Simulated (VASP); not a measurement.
Here is a VASP 6.6.1 calculation.

The input INCAR:

```
PREC = Accurate
ENCUT = 520
EDIFF = 1E-7
ISMEAR = -1
SIGMA = 0.1
LREAL = F
LASPH = T
NELM = 100
ALGO = Normal
ISIF = 2
LWAVE = F
LCHARG = T
GGA = RE
LELF = T
LVHAR = T
NBANDS = 20
```

KPOINTS

```
Automatic mesh
0
Gamma
  14 14 7
```

File POSCAR:

```
Nb
1.0
    2.8822122173      0.0000000000      0.0000000000
   -1.4411061087      2.4960689993      0.0000000000
    0.0000000000      0.0000000000      5.2635366844
Nb
2
Direct
    0.3333333333      0.6666666667      0.2500000000
    0.6666666667      0.3333333333      0.7500000000
```

Potentials or basis: VASP PAW PBE potentials, release 64 (Nb_sv).

The run is started by

```sh
$ cat potpaw_PBE.64/Nb_sv/POTCAR > POTCAR
$ mpirun -np 1 vasp_std > vasp.out
```

(1) What does it give for the pressure?

(2) Predict the band gap on the k mesh.

Results:

(1) -0.4 GPa.

(2) zero (band 13 reaches 12.43 eV, above the bottom of band 14 at 10.34 eV).

Caveat: the PAW data sets were made with another functional, which shifts forces and pressure a little.
